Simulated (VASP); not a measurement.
SnSe, 8 atoms in the cell. It takes space group Pnma (No. 62, orthorhombic). Conventional cell: a = 11.044 Å, b = 4.060 Å, c = 4.119 Å, α = 90.00°, β = 90.00°, γ = 90.00°. Sn (site symmetry m) has 7 Se at 2.70 to 3.55 Å and 2 Sn at 3.28 Å within 3.6 Å. Se (site symmetry m) has 7 Sn at 2.70 to 3.55 Å within 3.6 Å.  This cell differs from its parent crystal: volume scaled by 0.88, then relaxed in part.

```yaml
Program: VASP 6.6.1
Task: single point
Functional: PBE
Dispersion: D3(BJ)
Potentials_or_basis: VASP PAW PBE potentials, release 64 (Sn_d, Se)
Cutoff: 520 eV
k_mesh: 4 × 8 × 8
Occupations: gaussian, width 0.02 eV
Spin: no spin polarisation
Dipole_correction: no
Further_INCAR_settings: ALGO = Normal; EDIFF = 1e-06; NBANDS = 50
```

Potentials or basis: VASP PAW PBE potentials, release 64 (Sn_d, Se).

The run is started by

```console
$ cat potpaw_PBE.64/Sn_d/POTCAR potpaw_PBE.64/Se/POTCAR > POTCAR
$ mpirun -np 1 vasp_std > vasp.out
```

Hardware: 1 thread of Intel Xeon 6975P-C (shared host).

Q: Estimate the wall time of this run.

A: Run time: 9.7 min on 1 thread of Intel Xeon 6975P-C, on a shared host, peak memory 0.62 GiB. Counts: scf iterations 14, k points 75.
